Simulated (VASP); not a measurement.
# LiCl (Fm-3m) in VASP: notebook, part 2 of 3

VASP 6.6.1. Earlier steps stand in the parts before.

**4. Single point, PBE-based screened hybrid**

Contents of POSCAR:

```
LiCl
1.0
    0.0000000000      2.5647700000      2.5647700000
    2.5647700000      0.0000000000      2.5647700000
    2.5647700000      2.5647700000      0.0000000000
Cl Li
1 1
Direct
    0.5000000000      0.5000000000      0.5000000000
    0.0000000000      0.0000000000      0.0000000000
```

Contents of INCAR.step1:

```
PREC = Accurate ; ENCUT = 520
EDIFF = 1E-5 ; ISMEAR = -1
SIGMA = 0.05 ; LREAL = False
LASPH = True ; NELM = 80
ALGO = Normal ; ISIF = 2
LWAVE = True ; NBANDS = 12
GGA = PE
```

Contents of INCAR.step2:

```
PREC = Accurate ; ENCUT = 520
EDIFF = 1E-6 ; ISMEAR = -1
SIGMA = 0.05 ; LREAL = False
LASPH = True ; NELM = 80
ALGO = Normal ; ISIF = 2
LWAVE = False ; LCHARG = True
GGA = PE ; LHFCALC = True
AEXX = 0.3 ; HFSCREEN = 0.2
PRECFOCK = Normal ; LELF = True
LVHAR = True ; NBANDS = 12
ISTART = 1
```

Contents of KPOINTS:

```
Automatic mesh
0
Gamma
  5 5 5
```

Potentials or basis: VASP PAW PBE potentials, release 64 (Cl, Li_sv).

Run with:

```
$ cat potpaw_PBE.64/Cl/POTCAR potpaw_PBE.64/Li_sv/POTCAR > POTCAR
$ cp INCAR.step1 INCAR
$ mpirun -np 1 vasp_std > vasp.out
$ cp INCAR.step2 INCAR
$ mpirun -np 1 vasp_std > vasp.out
```

OUTCAR:

```text
PREC = Accurate
   ENCUT = 520
   EDIFF = 1E-6
   ISMEAR = -1
   LREAL = False
   LASPH = True
   NELM = 80
   ISIF = 2
   GGA = PE
   LHFCALC = True
   AEXX = 0.3
   HFSCREEN = 0.2
   PRECFOCK = Normal
   ISTART = 1

 ion  position               nearest neighbor table
   1  0.500  0.500  0.500-   2 2.56   2 2.56   2 2.56   2 2.56   2 2.56   2 2.56
   2  0.000  0.000  0.000-   1 2.56   1 2.56   1 2.56   1 2.56   1 2.56   1 2.56

  LATTYP: Found a face centered cubic cell.
 ALAT       =     5.1295400000

  Lattice vectors:

 A1 = (   0.0000000000,   2.5647700000,   2.5647700000)
 A2 = (   2.5647700000,   0.0000000000,   2.5647700000)
 A3 = (   2.5647700000,   2.5647700000,   0.0000000000)

Analysis of symmetry for initial positions (statically):
=====================================================================
 Subroutine PRICEL returns:
 Original cell was already a primitive cell.

 Routine SETGRP: Setting up the symmetry group for a
 face centered cubic supercell.

 Subroutine GETGRP returns: Found 48 space group operations
 (whereof 48 operations were pure point group operations)
 out of a pool of 48 trial point group operations.

The static configuration has the point symmetry O_h .

Analysis of symmetry for dynamics (positions and initial velocities):
=====================================================================
 Subroutine PRICEL returns:
 Original cell was already a primitive cell.

 Routine SETGRP: Setting up the symmetry group for a
 face centered cubic supercell.

 Subroutine GETGRP returns: Found 48 space group operations
 (whereof 48 operations were pure point group operations)
 out of a pool of 48 trial point group operations.

The dynamic configuration has the point symmetry O_h .

 Subroutine INISYM returns: Found 48 space group operations
 (whereof 48 operations are pure point group operations),
 and found     1 'primitive' translations

----------------------------------------------------------------------------------------

                                     Primitive cell

  volume of cell :      33.7423

  direct lattice vectors                    reciprocal lattice vectors
     0.000000000  2.564770000  2.564770000    -0.194949255  0.194949255  0.194949255
     2.564770000  0.000000000  2.564770000     0.194949255 -0.194949255  0.194949255
     2.564770000  2.564770000  0.000000000     0.194949255  0.194949255 -0.194949255

  length of vectors
     3.627132518  3.627132518  3.627132518     0.337662014  0.337662014  0.337662014

  position of ions in fractional coordinates (direct lattice)
     0.500000000  0.500000000  0.500000000
     0.000000000  0.000000000  0.000000000

  ion indices of the primitive-cell ions
   primitive index   ion index
                 1           1
                 2           2

----------------------------------------------------------------------------------------

 KPOINTS: Automatic mesh

Automatic generation of k-mesh.
 Grid dimensions read from file:
 generate k-points for:    5    5    5

[... 32 lines left out ...]
   total plane-waves  NPLWV =  21952
   dimension x,y,z NGX =    28 NGY =   28 NGZ =   28
   dimension x,y,z NGXF=    56 NGYF=   56 NGZF=   56
   ions per type =               1   1
   NGX,Y,Z   is equivalent  to a cutoff of  12.83, 12.83, 12.83 a.u.
   NGXF,Y,Z  is equivalent  to a cutoff of  25.67, 25.67, 25.67 a.u.
 SYSTEM =  unknown system
   PREC   = accura    normal or accurate (medium, high low for compatibility)
   ISTART =      1    job   : 0-new  1-cont  2-samecut
   ICHARG =      0    charge: 1-file 2-atom 10-const
   ISPIN  =      1    spin polarized calculation?
   LNONCOLLINEAR =      F non collinear calculations
   LSORBIT =      F    spin-orbit coupling
   LASPH  =      T    aspherical Exc in radial PAW
   ENCUT  =  520.0 eV  38.22 Ry    6.18 a.u.   6.74  6.74  6.74*2*pi/ulx,y,z
   NELM   =     80;   NELMIN=  2; NELMDL=  0     # of ELM steps
   EDIFF  = 0.1E-05   stopping-criterion for ELM
   LREAL  =      F    real-space projection
   EDIFFG = 0.1E-04   stopping-criterion for IOM
   NSW    =      0    number of steps for IOM
   IBRION =     -1    ionic relax: 0-MD 1-quasi-New 2-CG
   NFREE  =      0    steps in history (QN), initial steepest desc. (CG)
   ISIF   =      2    stress and relaxation
   ISYM   =      3    0-nonsym 1-usesym 2-fastsym
   POTIM  = 0.5000    time-step for ionic-motion
   TEBEG  =    0.0;   TEEND  =   0.0 temperature during run
   PSTRESS=    0.0 pullay stress
   NELECT =      10.0000    total number of electrons
   NUPDOWN=      -1.0000    fix difference up-down
   EMIN   =  10.00;   EMAX   =-10.00  energy-range for DOS
   EFERMI =   0.00;   METHOD = LEGACY
   ISMEAR =    -1;   SIGMA  =   0.05  broadening in eV -4-tet -1-fermi 0-gaus
   EFERMI_NEDOS =   21; number of points for ismear=-14 and -15
   IALGO  =     38    algorithm
   IMIX   =      1    mixing-type and parameters
     AMIX     =   0.40;   BMIX     =  1.00
     AMIX_MAG =   1.60;   BMIX_MAG =  1.00
  volume/ion in A,a.u.               =      16.87       113.85
  Fermi-wavevector in a.u.,A,eV,Ry     =   1.091482  2.062601 16.209056  1.191332
  Thomas-Fermi vector in A             =   2.227728
   LORBIT       =      0    0 simple, 1 ext, 2 COOP (PROOUT), +10 PAW based schemes
   GGA     = PE    functional components
   LHFCALC =     T    Hartree Fock is set to
   PRECFOCK=normal    Normal, Fast or Accurate (Low or Medium for compatibility)
   ENCUT4O =  -1.0   cutoff for four orbital integrals eV
   NKREDX  =     1    reduce k-point grid by
   NKREDY  =     1    reduce k-point grid by
   NKREDZ  =     1    reduce k-point grid by
   AEXX    =    0.3000 exact exchange contribution
   HFSCREEN=    0.2000 screening length (either q_TF or 0.3 A-1)
   HFSCREENC=   0.2000 screening length for correlation (either q_TF or 0.3 A-1)
   ENCUTFOCK=  -1.0 apply spherical cutoff to Coloumb kernel
   IVDW    =     0    specifies the selected vdW correction
   LEPSILON=     F    determine dielectric tensor
   LRPA    =     F    only Hartree local field effects (RPA)
 non-spin polarized calculation
  energy-cutoff  :      520.00
  volume of cell :       33.74
 maximum number of plane-waves:       922
  NGX = 24; NGY = 24; NGZ = 24

 number of electron      10.0000005 magnetization

 Free energy of the ion-electron system (eV)
  ---------------------------------------------------
  ext. energy  EPLUGINS =         0.00000000
  ---------------------------------------------------
  free energy    TOTEN  =        -8.69715802 eV

  energy without entropy =       -8.69715802  energy(sigma->0) =       -8.69715802

 E-fermi :   0.6667     XC(G=0):  -6.9512

 val. band max:       -0.5925660176   @ k =   0.0000   0.0000   0.0000
 cond. band min:       7.4497442940   @ k =   0.0000   0.0000   0.0000
 fundamental gap:      8.0423103116
 Fermi energy:         0.6667350533

 k-point     1 :       0.0000    0.0000    0.0000
  band No.  band energies     occupation
      1     -47.4202      2.00000
      2     -15.5095      2.00000
      3      -0.5926      2.00000
      4      -0.5926      2.00000
      5      -0.5926      2.00000
      6       7.4497      0.00000
      7      13.2090      0.00000
      8      13.2090      0.00000
      9      13.2090      0.00000
     10      16.0013      0.00000
     11      16.0019      0.00000
     12      16.0184      0.00000
[... 121 lines left out ...]
 k-point    10 :      -0.4000    0.4000    0.2000
  band No.  band energies     occupation
      1     -47.4162      2.00000
      2     -14.6806      2.00000
      3      -3.1264      2.00000
      4      -2.4643      2.00000
      5      -1.5343      2.00000
      6      10.4585      0.00000
      7      10.8655      0.00000
      8      11.0563      0.00000
      9      13.1367      0.00000
     10      16.3732      0.00000
     11      18.0681      0.00000
     12      20.4997      0.00000

------------------------ aborting loop because EDIFF is reached ----------------------------------------

  FORCE on cell =-STRESS in cart. coord.  units (eV):
  Direction    XX          YY          ZZ          XY          YZ          ZX
  --------------------------------------------------------------------------------------
  -------------------------------------------------------------------------------------
  Total       -0.1018002     -0.1018002     -0.1018002      0.0000000      0.0000000     -0.0000000
  in kB       -4.8337450     -4.8337450     -4.8337450      0.0000000      0.0000000     -0.0000000
  external PRESSURE =      -4.8337450 kB  Pullay stress =       0.0000000 kB

 VOLUME and BASIS-vectors are now :
 -----------------------------------------------------------------------------
  energy-cutoff  :      520.00
  volume of cell :       33.74
      direct lattice vectors                 reciprocal lattice vectors
     0.000000000  2.564770000  2.564770000    -0.194949255  0.194949255  0.194949255
     2.564770000  0.000000000  2.564770000     0.194949255 -0.194949255  0.194949255
     2.564770000  2.564770000  0.000000000     0.194949255  0.194949255 -0.194949255

 POSITION                                       TOTAL-FORCE (eV/Angst)
 -----------------------------------------------------------------------------------
      2.56477      2.56477      2.56477        -0.000000      0.000000      0.000000
      0.00000      0.00000      0.00000         0.000000     -0.000000     -0.000000
 -----------------------------------------------------------------------------------
    total drift:                               -0.000000     -0.000000     -0.000000

  FREE ENERGIE OF THE ION-ELECTRON SYSTEM (eV)
  ---------------------------------------------------
  free  energy   TOTEN  =        -8.6971580171 eV

  energy  without entropy=       -8.6971580171  energy(sigma->0) =       -8.69715802
```

Run time: 2.1 min. Hardware: 1 thread of Intel Xeon Platinum 8488C (Sapphire Rapids), shared host; peak memory 0.25 GiB.

Results:

| Item | Value |
| --- | --- |
| Free energy | -8.6972 eV |
| Band gap on the k mesh | 8.04 eV, direct |

Caveat: the k points lie up to 0.42 Å⁻¹ apart; the cutoff is under 1.25 times the usual one of these potentials, so pressure, stress and relaxed cells hold a basis-set (Pulay) error; the PAW data sets were made with another functional, which shifts forces and pressure a little.

[end of part 2 of 3]
